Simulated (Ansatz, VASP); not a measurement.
## Two plane-wave programs on Ta4In3

```
Ta In
1.0
     1.70043    2.44631    0.00000
     1.70043   -2.44631    0.00000
    -1.70043    0.00000  -17.78258
Ta In
4 3
Cartesian
  1.7004 0.0000 -12.2384
  0.0000 0.0000 -5.5441
  1.7004 0.0000 -7.7505
  0.0000 0.0000 -10.0321
  0.0000 0.0000 0.0000
  0.0000 0.0000 -14.7500
  1.7004 0.0000 -3.0326
```

Alike in both runs: task single point; functional PBE; k mesh 8 × 8 × 8; occupations gaussian, width 0.2 eV; no spin polarisation.

|  | VASP | Ansatz |
| --- | --- | --- |
| version | VASP 6.6.1 | Ansatz 0.2.0 |
| potentials or method | VASP PAW PBE potentials, release 64 (Ta_pv, In_d), cutoff 500 eV | scalar-relativistic, plane waves, PAW |
| valence electrons in the cell | 83 | 91 |

VASP gave:

```
gap on the k mesh at the Fermi level (eV)                     : none
pressure (GPa)                                                : 0.1
traceless stress, the component that is largest in VASP (GPa) : 0.25
rms of the force components (eV/Å)                            : 0.021
```

Q: What did Ansatz give for the same quantities?

A: gap on the k mesh at the Fermi level (eV): none; pressure (GPa): 0.1; traceless stress, the component that is largest in VASP (GPa): 0.24; rms of the force components (eV/Å): 0.018.

Atom by atom the forces differ by 0.003 eV/Å (rms over components). A gap of «none» marks a metal or a gap that the smearing closes. VASP's potentials hold 83 valence electrons a cell and Ansatz's 91, so a difference there can come from the potentials and not from the codes.

Spin-orbit coupling is off throughout.
